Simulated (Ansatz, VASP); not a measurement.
Two plane-wave programs on GaAs

```xyz
2
Lattice="0.0000 2.7753 2.7753 2.7753 0.0000 2.7753 2.7753 2.7753 0.0000" Properties=species:S:1:pos:R:3 pbc="T T T"
Ga    0.0000    0.0000    0.0000
As    1.3876    1.3876    1.3876
```

Change from the starting cell: volume scaled by 0.94, PAW files.

Alike in both runs: task single point; functional r2SCAN; k mesh 11 × 11 × 11; occupations fermi-dirac, width 0.08 eV; no spin polarisation.

```csv
,VASP,Ansatz
version,VASP 6.6.1,Ansatz 0.2.0
potentials or method,"VASP PAW PBE potentials, release 64 (Ga_d, As)","PAW with Ansatz's default frozen-core files, scalar-relativistic"
plane-wave cutoff (eV),520,500
valence electrons in the cell,18,28
```

Ansatz gave:

```
pressure (GPa) : 5.2
```

Task: What did VASP give for the same quantities?

Result: Pressure (GPa): 5.3.

VASP's potentials were made for PBE, not for r2SCAN. VASP's potentials hold 18 valence electrons a cell and Ansatz's 28, so a difference there can come from the potentials and not from the codes.
